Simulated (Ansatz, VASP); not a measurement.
# One calculation of SnSe2, two programs

INCAR

```
SYSTEM = SnSe2
ALGO     = Normal         ! electronic algorithm
EDIFF    = 1E-6           ! SCF threshold, eV
ENCUT    = 520            ! plane-wave cutoff, eV
GGA      = PE             ! functional
ISIF     = 2              ! what is computed and relaxed
ISMEAR   = 0              ! smearing method
LASPH    = .TRUE.         ! aspherical terms in the spheres
LCHARG   = .FALSE.        ! write CHGCAR
LREAL    = .FALSE.        ! projectors in reciprocal space
LWAVE    = .FALSE.        ! write WAVECAR
NBANDS   = 20             ! bands
NELM     = 80             ! most SCF steps
PREC     = Accurate       ! precision mode
SIGMA    = 0.05           ! smearing width, eV
```

The input KPOINTS:

```
k-points
0
G
  12 12 6
  0 0 0
```

File POSCAR:

```
SnSe2
1.0
    3.9253287450      0.0000000000      0.0000000000
   -1.9626643725      3.3994344114      0.0000000000
    0.0000000000      0.0000000000      6.2290550000
Sn Se
1 2
Direct
    0.0000000000      0.0000000000      0.0000000000
    0.3333333333      0.6666666667      0.2500000000
    0.6666666667      0.3333333333      0.7500000000
```

Input for Ansatz:

```yaml
crystal:
  lattice:
    - [3.925328745, 0.0, 0.0]
    - [-1.9626643725, 3.3994344114, 0.0]
    - [0.0, 0.0, 6.229055]
  atoms:
    - { symbol: Sn, position: [0.0, 0.0, 0.0] }
    - { symbol: Se, position: [0.3333333333, 0.6666666667, 0.25] }
    - { symbol: Se, position: [0.6666666667, 0.3333333333, 0.75] }
basis:
  ecutwfc: 420
kpoints:
  mp_grid: { grid: [12, 12, 6] }
hamiltonian:
  xc: pbe
scf:
  occupations: { method: gaussian, width: 0.05 }
output:
  forces: true
  stress: true
  eigenvalues: true
```

Change from the starting cell: strain +0.030 along x and y, +0.015 along z, atoms carried along.

Alike in both runs: task single point; functional PBE; k mesh 12 × 12 × 6; occupations gaussian, width 0.05 eV; no spin polarisation.

|  | VASP | Ansatz |
| --- | --- | --- |
| version | VASP 6.6.1 | Ansatz 0.2.0 |
| potentials or method | VASP PAW PBE potentials, release 64 (Sn_d, Se), cutoff 520 eV | scalar-relativistic, plane waves, PAW |
| valence electrons in the cell | 26 | 46 |

```tsv
	VASP	Ansatz	Ansatz less VASP
gap on the k mesh at the Fermi level (eV)	0.57	0.57	+0.004
least direct gap on the mesh (eV)	0.65	0.67	+0.010
pressure (GPa)	0.2	0.1	-0.06
traceless stress, the component that is largest in VASP (GPa)	1.45	1.45	-0.002
rms of the force components (eV/Å)	0.071	0.066	-0.0054
```

Atom by atom the forces differ by 0.005 eV/Å (rms over components). VASP's potentials hold 26 valence electrons a cell and Ansatz's 46, so a difference there can come from the potentials and not from the codes.
